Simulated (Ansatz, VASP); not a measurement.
BN: VASP beside Ansatz

INCAR

```
SYSTEM = BN
PREC = Accurate ; ENCUT = 520
EDIFF = 1E-6 ; ISMEAR = 0
SIGMA = 0.05 ; LREAL = .False.
LASPH = .True. ; NELM = 80
ALGO = Normal ; ISIF = 2
LWAVE = .False. ; LCHARG = .False.
NBANDS = 16
```

File KPOINTS:

```
Automatic mesh
0
Gamma
  12 12 4
  0 0 0
```

File POSCAR:

```
BN
1.0
    2.4479325605      0.0000000000      0.0000000000
   -1.2239662803      2.1199717842      0.0000000000
    0.0000000000      0.0000000000      6.3897665594
B N
2 2
Direct
    0.3333333333      0.6666666667      0.2500000000
    0.6666666667      0.3333333333      0.7500000000
    0.3333333333      0.6666666667      0.7500000000
    0.6666666667      0.3333333333      0.2500000000
```

Input for Ansatz:

```yaml
crystal:
  lattice:
    - [2.4479325605, 0.0, 0.0]
    - [-1.2239662803, 2.1199717842, 0.0]
    - [0.0, 0.0, 6.3897665594]
  atoms:
    - { symbol: B, position: [0.3333333333, 0.6666666667, 0.25] }
    - { symbol: B, position: [0.6666666667, 0.3333333333, 0.75] }
    - { symbol: "N", position: [0.3333333333, 0.6666666667, 0.75] }
    - { symbol: "N", position: [0.6666666667, 0.3333333333, 0.25] }
basis:
  ecutwfc: 520.0
kpoints:
  mp_grid: { grid: [12, 12, 4] }
hamiltonian:
  xc: lda
  pseudopotentials: { kind: paw, azcp: { folder: soft_1 } }
scf:
  occupations: { method: gaussian, width: 0.05 }
output:
  forces: true
  stress: true
  eigenvalues: true
```

Alike in both runs: task single point; functional LDA; k mesh 12 × 12 × 4; occupations gaussian, width 0.05 eV; no spin polarisation.

```csv
,VASP,Ansatz
version,VASP 6.6.1,Ansatz 0.2.0
potentials or method,"VASP PAW LDA potentials, release 64 (B, N), cutoff 520 eV","scalar-relativistic, plane waves, PAW"
valence electrons in the cell,16,16
```

```csv
,VASP,Ansatz,Ansatz less VASP
gap on the k mesh at the Fermi level (eV),4.09,4.11,+0.013
least direct gap on the mesh (eV),4.53,4.54,+0.013
pressure (GPa),14.5,13.8,-0.65
"traceless stress, the component that is largest in VASP (GPa)",-14.07,-13.21,+0.857
```

Ansatz warns that its potentials were made for another functional, while VASP's fit it. LDA's correlation is that of Perdew and Zunger in VASP and of Perdew and Wang (1992) in Ansatz.
